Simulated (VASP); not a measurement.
# Ca (Im-3m) in VASP: further runs, part 2 of 2

VASP 6.6.1. Earlier steps stand in the parts before.

**3. Single point, PBE+D3(BJ)**

This run uses another cell than the first one, of 40.13 Å³/atom.

The input, INCAR:

```
SYSTEM = Ca
ALGO = Normal
EDIFF = 1E-6
ENCUT = 520
GGA = PE
ISIF = 2
ISMEAR = -1
IVDW = 12
LASPH = .True.
LCHARG = .False.
LREAL = .False.
LWAVE = .False.
NBANDS = 11
NELM = 60
PREC = Accurate
SIGMA = 0.05
```

The input, KPOINTS:

```
k-points
0
Gamma
  8 8 8
  0 0 0
```

The input, POSCAR:

```
Ca
1.0
   -2.1567484866      2.1567484866      2.1567484866
    2.1567484866     -2.1567484866      2.1567484866
    2.1567484866      2.1567484866     -2.1567484866
Ca
1
Direct
    0.0000000000      0.0000000000      0.0000000000
```

Potentials or basis: VASP PAW PBE potentials, release 64 (Ca_sv).

Run with:

```sh
> cat potpaw_PBE.64/Ca_sv/POTCAR > POTCAR
> mpirun -np 1 vasp_std > vasp.out
```

Run time: 15 s. Hardware: 1 thread of Intel Xeon 8259CL, shared host; peak memory 0.17 GiB.

The run converged. Its results:

- Free energy: -2.1541 eV
- Pressure: -0.1 GPa
- Band gap on the k mesh: zero (bands 5 and 6 overlap by 0.38 eV)
- Dispersion energy per atom: -0.242 eV

Levels at points of the mesh, in eV from the Fermi level:
| k point | band 3 | band 4 | band 5 | band 6 | band 7 | band 8 |
| --- | --- | --- | --- | --- | --- | --- |
| (0.00, 0.00, 0.00) | -22.82 | -22.82 | -4.14 | 2.39 | 2.39 | 2.39 |
| (0.50, 0.00, 0.00) | -22.88 | -22.82 | -0.91 | 0.04 | 1.37 | 3.41 |
| (0.50, 0.50, 0.50) | -22.94 | -22.94 | 0.01 | 0.01 | 4.15 | 4.15 |

Caveat: three body term missing.

**4. Single point, PBE+D4**

This run uses another cell than the first one, of 40.57 Å³/atom.

The input, INCAR:

```
SYSTEM = Ca
  PREC = Accurate
  ENCUT = 520
  EDIFF = 1E-6
  ISMEAR = -1
  SIGMA = 0.05
  LREAL = .FALSE.
  LASPH = .TRUE.
  NELM = 100
  ALGO = Normal
  ISIF = 2
  LWAVE = .FALSE.
  LCHARG = .FALSE.
  GGA = PE
  IVDW = 13
  NBANDS = 11
```

The input, KPOINTS:

```
regular mesh
0
G
  8 8 8
  0 0 0
```

The input, POSCAR:

```
Ca
1.0
   -2.1646758289      2.1646758289      2.1646758289
    2.1646758289     -2.1646758289      2.1646758289
    2.1646758289      2.1646758289     -2.1646758289
Ca
1
Direct
    0.0000000000      0.0000000000      0.0000000000
```

Potentials or basis: VASP PAW PBE potentials, release 64 (Ca_sv).

Run with:

```sh
> cat potpaw_PBE.64/Ca_sv/POTCAR > POTCAR
> mpirun -np 1 vasp_std > vasp.out
```

OUTCAR:

```text
SYSTEM = Ca
   PREC = Accurate
   ENCUT = 520
   EDIFF = 1E-6
   ISMEAR = -1
   LREAL = .FALSE.
   LASPH = .TRUE.
   NELM = 100
   ISIF = 2
   GGA = PE
   IVDW = 13

 ion  position               nearest neighbor table
   1  0.000  0.000  0.000-

  LATTYP: Found a body centered cubic cell.
 ALAT       =     4.3293516578

  Lattice vectors:

 A1 = (  -2.1646758289,   2.1646758289,   2.1646758289)
 A2 = (   2.1646758289,  -2.1646758289,   2.1646758289)
[... 515 lines left out ...]

 [... further k-points ...]

------------------------ aborting loop because EDIFF is reached ----------------------------------------

  DFT-D4 for vdW energy calculation

  Edisp (eV):   -0.18161

  FORCE on cell =-STRESS in cart. coord.  units (eV):
  Direction    XX          YY          ZZ          XY          YZ          ZX
  --------------------------------------------------------------------------------------
  -------------------------------------------------------------------------------------
  Total       0.00404     0.00404     0.00404     0.00000    -0.00000     0.00000
  in kB       0.15956     0.15956     0.15956     0.00000    -0.00000     0.00000
  external pressure =        0.16 kB  Pullay stress =        0.00 kB

 VOLUME and BASIS-vectors are now :
 -----------------------------------------------------------------------------
  energy-cutoff  :      520.00
  volume of cell :       40.57
      direct lattice vectors                 reciprocal lattice vectors
    -2.164675829  2.164675829  2.164675829     0.000000000  0.230981468  0.230981468
     2.164675829 -2.164675829  2.164675829     0.230981468  0.000000000  0.230981468
     2.164675829  2.164675829 -2.164675829     0.230981468  0.230981468  0.000000000

 POSITION                                       TOTAL-FORCE (eV/Angst)
 -----------------------------------------------------------------------------------
      0.00000      0.00000      0.00000        -0.000000      0.000000      0.000000
 -----------------------------------------------------------------------------------
    total drift:                               -0.000000     -0.000000     -0.000000

  FREE ENERGIE OF THE ION-ELECTRON SYSTEM (eV)
  ---------------------------------------------------
  free  energy   TOTEN  =        -2.0961058313 eV

  energy  without entropy=       -2.0829595946  energy(sigma->0) =       -2.08953271
```

stdout:

```text
POSCAR found type information on POSCAR Ca
 POSCAR found :  1 types and       1 ions
 scaLAPACK will be used
 LDA part: xc-table for (Slater+PW92), standard interpolation
 POSCAR, INCAR and KPOINTS ok, starting setup
 FFT: planning ... GRIDC
 FFT: planning ... GRID_SOFT
 FFT: planning ... GRID
 WAVECAR not read
 entering main loop
```

Run time: 17 s. Hardware: 1 thread of Intel Xeon 8259CL, shared host; peak memory 0.16 GiB.

What came out:

```
Free energy                : -2.0961 eV
Pressure                   : 0.0 GPa
Band gap on the k mesh     : zero (bands 5 and 6 overlap by 0.37 eV)
Dispersion energy per atom : -0.182 eV
```

Levels at points of the mesh, in eV from the Fermi level:
```tsv
k point	band 3	band 4	band 5	band 6	band 7	band 8
(0.00, 0.00, 0.00)	-22.85	-22.85	-4.12	2.37	2.37	2.37
(0.50, 0.00, 0.00)	-22.90	-22.85	-0.91	0.03	1.37	3.38
(0.50, 0.50, 0.50)	-22.97	-22.97	0.02	0.02	4.10	4.10
```

**5. The runs side by side**

```tsv
level	cell	gap on the mesh (eV)	pressure (GPa)
PBE+D3(BJ)	a = 3.731 Å, angles 109.5°, 1 atom	none	0.0
PBE+D3(BJ)	a = 3.736 Å, angles 109.5°, 1 atom	none	-0.1
PBE+D4	a = 3.749 Å, angles 109.5°, 1 atom	none	0.0
```

Alike in all rows: task single point; potentials or basis VASP PAW PBE potentials, release 64 (Ca_sv); no spin polarisation; k mesh 8 × 8 × 8; cutoff (eV) 520; smearing fermi-dirac 0.05 eV.

Caveats: three body term missing (at least some runs).

Total energies depend on the potentials used, so only differences within one code and one set of settings carry meaning.
